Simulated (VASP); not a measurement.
# PtS2 (P-3m1) in VASP: a series of runs

Runs on PtS2. Level: LDA+U. Tasks: single point.

Program: VASP 6.6.1. These are calculated values, not measurements. Logs are shortened: lines on timing, memory, paths and dates and some standing lists are left out, and cuts for length are marked.

## (1) The cell of the first run

The structure is trigonal, space group P-3m1 (No. 164). The conventional cell has a = 3.543 Å, b = 3.543 Å, c = 5.039 Å, α = 90.00°, β = 90.00°, γ = 120.00°. Pt (site symmetry -3m) has 6 S at 2.40 Å within 3.2 Å. S (site symmetry 3m) has 3 Pt at 2.40 Å and 6 S at 3.25 Å within 3.3 Å.

## (2) Single point, LDA+U, collinear spin, zero start

Input file INCAR:

```
PREC = Accurate ; ENCUT = 570
EDIFF = 1E-6 ; ISMEAR = 0
SIGMA = 0.05 ; LREAL = False
LASPH = True ; NELM = 200
ALGO = Normal ; ISIF = 2
LWAVE = False ; LCHARG = False
ISPIN = 2 ; MAGMOM = 0 0 0 0 0 0
LORBIT = 11 ; LMAXMIX = 4
LDAU = True ; LDAUTYPE = 1
LDAUL = 2 -1 ; LDAUU = 5 0
LDAUJ = 0.9 0 ; LDAUPRINT = 1
GGA = CA ; NBANDS = 43
GGA_COMPAT = False
```

Input file KPOINTS:

```
Automatic mesh
0
Gamma
  6 6 2
```

Input file POSCAR:

```
PtS2
1.0
    3.5431995400      0.0000000000      0.0000000000
   -1.7715997700      3.0685008100      0.0000000000
    0.0000000000      0.0000000000     10.0776001800
Pt S
2 4
Direct
    0.0000000000      0.0000000000      0.0000000000
    0.0000000000      0.0000000000      0.5000000000
    0.3333333333      0.6666666667      0.1250000000
    0.6666666667      0.3333333333      0.3750000000
    0.3333333333      0.6666666667      0.6250000000
    0.6666666667      0.3333333333      0.8750000000
```

Potentials or basis: VASP PAW LDA potentials, release 64 (Pt_sv_GW, S).

Started as:

```bash
> cat potpaw_LDA.64/Pt_sv_GW/POTCAR potpaw_LDA.64/S/POTCAR > POTCAR
> mpirun -np 1 vasp_std > vasp.out
```

OUTCAR:

```text
PREC = Accurate
   ENCUT = 570
   EDIFF = 1E-6
   ISMEAR = 0
   LREAL = False
   LASPH = True
   NELM = 200
   ISIF = 2
   ISPIN = 2
   LORBIT = 11
   GGA = CA

 ion  position               nearest neighbor table
   1  0.000  0.000  0.000-   3 2.40   6 2.40   6 2.40   3 2.40   6 2.40   3 2.40
   2  0.000  0.000  0.500-   5 2.40   4 2.40   5 2.40   4 2.40   4 2.40   5 2.40
   3  0.333  0.667  0.125-   1 2.40   1 2.40   1 2.40
   4  0.667  0.333  0.375-   2 2.40   2 2.40   2 2.40
   5  0.333  0.667  0.625-   2 2.40   2 2.40   2 2.40
   6  0.667  0.333  0.875-   1 2.40   1 2.40   1 2.40

  LATTYP: Found a hexagonal cell.
 ALAT       =     3.5431995400
 C/A-ratio  =     2.8442090450

  Lattice vectors:

 A1 = (   3.5431995400,   0.0000000000,   0.0000000000)
 A2 = (  -1.7715997700,   3.0685008100,   0.0000000000)
 A3 = (   0.0000000000,   0.0000000000,  10.0776001800)

Analysis of symmetry for initial positions (statically):
=====================================================================
 Subroutine PRICEL returns following result:

  LATTYP: Found a hexagonal cell.
 ALAT       =     3.5431995400
 C/A-ratio  =     1.4221045225
[... 12 lines left out ...]
 Subroutine GETGRP returns: Found 12 space group operations
 (whereof 12 operations were pure point group operations)
 out of a pool of 24 trial point group operations.

The static configuration has the point symmetry D_3d.

Analysis of symmetry for dynamics (positions and initial velocities):
=====================================================================
 Subroutine PRICEL returns following result:

  LATTYP: Found a hexagonal cell.
 ALAT       =     3.5431995400
 C/A-ratio  =     1.4221045225
[... 12 lines left out ...]
 Subroutine GETGRP returns: Found 12 space group operations
 (whereof 12 operations were pure point group operations)
 out of a pool of 24 trial point group operations.

The dynamic configuration has the point symmetry D_3d.

Analysis of structural, dynamic, and magnetic symmetry:
=====================================================================
 Subroutine PRICEL returns following result:

  LATTYP: Found a hexagonal cell.
 ALAT       =     3.5431995400
 C/A-ratio  =     1.4221045225
[... 12 lines left out ...]
 Subroutine GETGRP returns: Found 12 space group operations
 (whereof 12 operations were pure point group operations)
 out of a pool of 24 trial point group operations.

The overall configuration has the point symmetry D_3d.

 Subroutine INISYM returns: Found 12 space group operations
 (whereof 12 operations are pure point group operations),
 and found     2 'primitive' translations

----------------------------------------------------------------------------------------

                                     Primitive cell

  volume of cell :      54.7834

  direct lattice vectors                    reciprocal lattice vectors
     3.543199540  0.000000000  0.000000000     0.282230789  0.162946022  0.000000000
    -1.771599770  3.068500810  0.000000000     0.000000000  0.325892044  0.000000000
     0.000000000  0.000000000  5.038800090     0.000000000  0.000000000  0.198459947

  length of vectors
     3.543199540  3.543199538  5.038800090     0.325892043  0.325892044  0.198459947

  position of ions in fractional coordinates (direct lattice)
     0.000000000  0.000000000  0.000000000
     0.333333333  0.666666667  0.250000000
     0.666666667  0.333333333  0.750000000

[... 138 lines left out ...]
  o =  0.9633  v = -0.0000 -0.0000 -1.0000 -0.0000 -0.0000  0.0000  0.0000  0.0000  0.0000  0.0000      0.0000  0.0000  0.0000  0.0000  0.0000  0.0000  0.0000  0.0000  0.0000  0.0000
  o =  0.9640  v = -0.0000  0.5886 -0.0000 -0.0000  0.8084  0.0000  0.0000  0.0000  0.0000  0.0000      0.0000  0.0000  0.0000  0.0000  0.0000  0.0000  0.0000  0.0000  0.0000  0.0000
  o =  0.9640  v =  0.8084  0.0000 -0.0000  0.5886  0.0000  0.0000  0.0000  0.0000  0.0000  0.0000      0.0000  0.0000  0.0000  0.0000  0.0000  0.0000  0.0000  0.0000  0.0000  0.0000
  o =  0.9640  v =  0.0000  0.0000  0.0000  0.0000  0.0000 -0.0000  0.5886 -0.0000 -0.0000  0.8084      0.0000  0.0000  0.0000  0.0000  0.0000  0.0000  0.0000  0.0000  0.0000  0.0000
  o =  0.9640  v =  0.0000  0.0000  0.0000  0.0000  0.0000  0.8084  0.0000 -0.0000  0.5886  0.0000      0.0000  0.0000  0.0000  0.0000  0.0000  0.0000  0.0000  0.0000  0.0000  0.0000

atom =   2  type =  1  l = 2

 onsite density matrix

spin component  1

  0.8543 -0.0000 -0.0000  0.1506  0.0000
 -0.0000  0.7571 -0.0000  0.0000  0.1506
 -0.0000 -0.0000  0.9633  0.0000 -0.0000
  0.1506  0.0000  0.0000  0.7571  0.0000
  0.0000  0.1506 -0.0000  0.0000  0.8543

spin component  2

  0.8543 -0.0000 -0.0000  0.1506  0.0000
 -0.0000  0.7571 -0.0000  0.0000  0.1506
 -0.0000 -0.0000  0.9633  0.0000 -0.0000
  0.1506  0.0000  0.0000  0.7571  0.0000
  0.0000  0.1506 -0.0000  0.0000  0.8543

 occupancies and eigenvectors

  o =  0.6474  v = -0.0000  0.8084 -0.0000  0.0000 -0.5886  0.0000  0.0000  0.0000  0.0000  0.0000      0.0000  0.0000  0.0000  0.0000  0.0000  0.0000  0.0000  0.0000  0.0000  0.0000
  o =  0.6474  v = -0.5886 -0.0000  0.0000  0.8084  0.0000  0.0000  0.0000  0.0000  0.0000  0.0000      0.0000  0.0000  0.0000  0.0000  0.0000  0.0000  0.0000  0.0000  0.0000  0.0000
  o =  0.6474  v =  0.0000  0.0000  0.0000  0.0000  0.0000 -0.0000  0.8084 -0.0000  0.0000 -0.5886      0.0000  0.0000  0.0000  0.0000  0.0000  0.0000  0.0000  0.0000  0.0000  0.0000
  o =  0.6474  v =  0.0000  0.0000  0.0000  0.0000  0.0000 -0.5886 -0.0000  0.0000  0.8084  0.0000      0.0000  0.0000  0.0000  0.0000  0.0000  0.0000  0.0000  0.0000  0.0000  0.0000
  o =  0.9633  v =  0.0000  0.0000  0.0000  0.0000  0.0000  0.0000  0.0000  1.0000  0.0000  0.0000      0.0000  0.0000  0.0000  0.0000  0.0000  0.0000  0.0000  0.0000  0.0000  0.0000
  o =  0.9633  v =  0.0000  0.0000  1.0000  0.0000  0.0000  0.0000  0.0000  0.0000  0.0000  0.0000      0.0000  0.0000  0.0000  0.0000  0.0000  0.0000  0.0000  0.0000  0.0000  0.0000
  o =  0.9640  v = -0.0000  0.5886 -0.0000 -0.0000  0.8084  0.0000  0.0000  0.0000  0.0000  0.0000      0.0000  0.0000  0.0000  0.0000  0.0000  0.0000  0.0000  0.0000  0.0000  0.0000
  o =  0.9640  v =  0.8084  0.0000 -0.0000  0.5886  0.0000  0.0000  0.0000  0.0000  0.0000  0.0000      0.0000  0.0000  0.0000  0.0000  0.0000  0.0000  0.0000  0.0000  0.0000  0.0000
  o =  0.9640  v =  0.0000  0.0000  0.0000  0.0000  0.0000 -0.0000  0.5886 -0.0000 -0.0000  0.8084      0.0000  0.0000  0.0000  0.0000  0.0000  0.0000  0.0000  0.0000  0.0000  0.0000
  o =  0.9640  v =  0.0000  0.0000  0.0000  0.0000  0.0000  0.8084  0.0000 -0.0000  0.5886  0.0000      0.0000  0.0000  0.0000  0.0000  0.0000  0.0000  0.0000  0.0000  0.0000  0.0000

 number of electron      59.9999996 magnetization      -0.0000001

 Free energy of the ion-electron system (eV)
  ---------------------------------------------------
  ext. energy  EPLUGINS =         0.00000000
  ---------------------------------------------------
  free energy    TOTEN  =       -30.32117961 eV

  energy without entropy =      -30.32117961  energy(sigma->0) =      -30.32117961

 E-fermi :   6.7089     XC(G=0): -11.1757

 val. band max:        6.5214705680   @ k =   0.0000   0.0000   0.0000
 cond. band min:       6.9055546871   @ k =   0.3333   0.3333   0.0000
 fundamental gap:      0.3840841191
 Fermi energy:         6.7089431697

 spin component 1

 k-point     1 :       0.0000    0.0000    0.0000
  band No.  band energies     occupation
      1     -91.8497      1.00000
      2     -91.8493      1.00000
      3     -46.5350      1.00000
      4     -46.5350      1.00000
      5     -46.5347      1.00000
      6     -46.5347      1.00000
[... 619 lines left out ...]
     41      14.9255      0.00000
     42      14.9255      0.00000
 Fermi energy:         6.7089431697

 spin component 2

 k-point     1 :       0.0000    0.0000    0.0000
  band No.  band energies     occupation
      1     -91.8497      1.00000
      2     -91.8492      1.00000
      3     -46.5350      1.00000
      4     -46.5350      1.00000
      5     -46.5347      1.00000
      6     -46.5347      1.00000
[... 619 lines left out ...]
     41      14.9255      0.00000
     42      14.9255      0.00000
 [bands above 42 left out]

------------------------ aborting loop because EDIFF is reached ----------------------------------------

  FORCE on cell =-STRESS in cart. coord.  units (eV):
  Direction    XX          YY          ZZ          XY          YZ          ZX
  --------------------------------------------------------------------------------------
  -------------------------------------------------------------------------------------
  Total       -4.5371966     -4.5371966     -4.7701704      0.0000000      0.0000000      0.0000000
  in kB      -66.3466812    -66.3466811    -69.7534193      0.0000000      0.0000000      0.0000000
  external PRESSURE =     -67.4822605 kB  Pullay stress =       0.0000000 kB

 VOLUME and BASIS-vectors are now :
 -----------------------------------------------------------------------------
  energy-cutoff  :      570.00
  volume of cell :      109.57
      direct lattice vectors                 reciprocal lattice vectors
     3.543199540  0.000000000  0.000000000     0.282230789  0.162946022  0.000000000
    -1.771599770  3.068500810  0.000000000     0.000000000  0.325892044  0.000000000
     0.000000000  0.000000000 10.077600180     0.000000000  0.000000000  0.099229974

 POSITION                                       TOTAL-FORCE (eV/Angst)
 -----------------------------------------------------------------------------------
      0.00000      0.00000      0.00000        -0.000000      0.000000      0.000000
      0.00000      0.00000      5.03880        -0.000000      0.000000      0.000000
     -0.00000      2.04567      1.25970        -0.000000      0.000000     -0.671361
      1.77160      1.02283      3.77910         0.000000     -0.000000      0.671361
     -0.00000      2.04567      6.29850        -0.000000      0.000000     -0.671361
      1.77160      1.02283      8.81790        -0.000000      0.000000      0.671361
 -----------------------------------------------------------------------------------
    total drift:                               -0.000000     -0.000000      0.000000

  FREE ENERGIE OF THE ION-ELECTRON SYSTEM (eV)
  ---------------------------------------------------
  free  energy   TOTEN  =       -30.3211796108 eV

  energy  without entropy=      -30.3211796102  energy(sigma->0) =      -30.32117961

 total charge

# of ion       s       p       d       f       tot
--------------------------------------------------
    1        4.272   6.113   8.265   0.031  18.681
    2        4.272   6.113   8.265   0.031  18.681
    3        1.363   2.249   0.000   0.000   3.612
    4        1.363   2.249   0.000   0.000   3.612
    5        1.363   2.249   0.000   0.000   3.612
    6        1.363   2.249   0.000   0.000   3.612
--------------------------------------------------
tot         13.997  21.221  16.530   0.062  51.810

 magnetization (x)

# of ion       s       p       d       f       tot
--------------------------------------------------
    1        0.000  -0.000  -0.000  -0.000   0.000
    2        0.000  -0.000  -0.000  -0.000   0.000
    3       -0.000   0.000   0.000   0.000   0.000
    4       -0.000   0.000   0.000   0.000   0.000
    5       -0.000   0.000   0.000   0.000   0.000
    6       -0.000   0.000   0.000   0.000   0.000
--------------------------------------------------
tot          0.000   0.000  -0.000  -0.000   0.000
```

Run time: 2.4 min. Hardware: 1 thread of Intel Xeon Platinum 8259CL at 2.50GHz (Skylake/Cascade Lake), shared host; peak memory 0.28 GiB.

Results:

- Free energy: -30.3212 eV
- Pressure: -6.7 GPa
- Largest force: 0.671 eV/Å
- Band gap on the k mesh: 0.38 eV
- Net moment: 0.00 μB per cell
- Valence electrons inside the program's atomic spheres: Pt 18.68; S 3.61

Forces on the atoms (eV/Å):
```
Pt   0.000  0.000  0.000
Pt   0.000  0.000  0.000
S    0.000  0.000 -0.671
S    0.000  0.000  0.671
S    0.000  0.000 -0.671
S    0.000  0.000  0.671
```

Stress tensor (GPa, compression positive):
```
-6.63  0.00  0.00
 0.00 -6.63  0.00
 0.00  0.00 -6.98
```

Eigenvalues of the final occupation matrices:
```
    site  spin  trace               eigenvalues
site 1 d     1   4.19  0.65 0.65 0.96 0.96 0.96
site 1 d     2   4.19  0.65 0.65 0.96 0.96 0.96
site 2 d     1   4.19  0.65 0.65 0.96 0.96 0.96
site 2 d     2   4.19  0.65 0.65 0.96 0.96 0.96
```

Caveat: the cell stands under tension; spin-orbit coupling is left out, which moves the levels of the heavy elements. A k mesh can miss the band edges.

## (3) Single point, LDA+U, collinear spin, zero start

Input file INCAR:

```
SYSTEM = PtS2
PREC = Accurate ; ENCUT = 570
EDIFF = 1E-6 ; ISMEAR = 0
SIGMA = 0.05 ; LREAL = .FALSE.
LASPH = .TRUE. ; NELM = 200
ALGO = Normal ; ISIF = 2
LWAVE = .FALSE. ; LCHARG = .TRUE.
ISPIN = 2 ; MAGMOM = 0 0 0 0 0 0
LORBIT = 11 ; LMAXMIX = 4
LDAU = .TRUE. ; LDAUTYPE = 1
LDAUL = 2 -1 ; LDAUU = 5 0
LDAUJ = 0.9 0 ; LDAUPRINT = 1
LELF = .TRUE. ; LVHAR = .TRUE.
NBANDS = 43 ; GGA_COMPAT = .FALSE.
```

Input file KPOINTS:

```
regular mesh
0
G
  6 6 2
  0 0 0
```

POSCAR is that of step 2.

Potentials or basis: VASP PAW LDA potentials, release 64 (Pt_sv_GW, S).

Started as:

```bash
> cat potpaw_LDA.64/Pt_sv_GW/POTCAR potpaw_LDA.64/S/POTCAR > POTCAR
> mpirun -np 1 vasp_std > vasp.out
```

It took 1.8 min on 1 thread of Intel Xeon Platinum 8559C (Emerald Rapids), shared host; peak memory 0.28 GiB.

Results (log left out):

```yaml
Free_energy: -30.3212 eV
Pressure: -6.7 GPa
Largest_force: 0.671 eV/Å
Band_gap_on_the_k_mesh: 0.38 eV
Net_moment: 0.00 μB per cell
Valence_electrons_inside_the_program's_atomic_spheres: Pt 18.68; S 3.61
```

Forces on the atoms (eV/Å):
```
Pt   0.000  0.000  0.000
Pt   0.000  0.000  0.000
S    0.000  0.000 -0.671
S    0.000  0.000  0.671
S    0.000  0.000 -0.671
S    0.000  0.000  0.671
```

Stress tensor (GPa, compression positive):
```
-6.63  0.00  0.00
 0.00 -6.63  0.00
 0.00  0.00 -6.98
```

Levels at points of the mesh, in eV from the valence-band top:
Spin up:
```tsv
k point	band 26	band 27	band 28	band 29	band 30	band 31	band 32	band 33	band 34	band 35
(0.00, 0.00, 0.00)	-1.44	-1.44	-1.11	-1.11	0.00	1.64	1.64	2.33	2.33	4.37
(0.50, 0.00, 0.00)	-3.56	-3.21	-2.97	-2.65	-1.48	1.10	1.25	1.93	2.32	4.88
(0.00, 0.00, 0.50)	-1.28	-1.28	-1.28	-0.83	-0.83	1.98	1.98	1.98	1.98	4.78
(0.50, 0.00, 0.50)	-3.65	-2.94	-2.94	-2.18	-2.18	1.67	1.67	1.76	1.76	4.51
```
Spin down:
| k point | band 26 | band 27 | band 28 | band 29 | band 30 | band 31 | band 32 | band 33 | band 34 | band 35 |
| --- | --- | --- | --- | --- | --- | --- | --- | --- | --- | --- |
| (0.00, 0.00, 0.00) | -1.44 | -1.44 | -1.11 | -1.11 | 0.00 | 1.64 | 1.64 | 2.33 | 2.33 | 4.37 |
| (0.50, 0.00, 0.00) | -3.56 | -3.21 | -2.97 | -2.65 | -1.48 | 1.10 | 1.25 | 1.93 | 2.32 | 4.88 |
| (0.00, 0.00, 0.50) | -1.28 | -1.28 | -1.28 | -0.83 | -0.83 | 1.98 | 1.98 | 1.98 | 1.98 | 4.78 |
| (0.50, 0.00, 0.50) | -3.65 | -2.94 | -2.94 | -2.18 | -2.18 | 1.67 | 1.67 | 1.76 | 1.76 | 4.51 |

Eigenvalues of the final occupation matrices:
```
    site  spin  trace               eigenvalues
site 1 d     1   4.19  0.65 0.65 0.96 0.96 0.96
site 1 d     2   4.19  0.65 0.65 0.96 0.96 0.96
site 2 d     1   4.19  0.65 0.65 0.96 0.96 0.96
site 2 d     2   4.19  0.65 0.65 0.96 0.96 0.96
```

Caveat: the cell stands under tension; spin-orbit coupling is left out, which moves the levels of the heavy elements. A k mesh can miss the band edges.
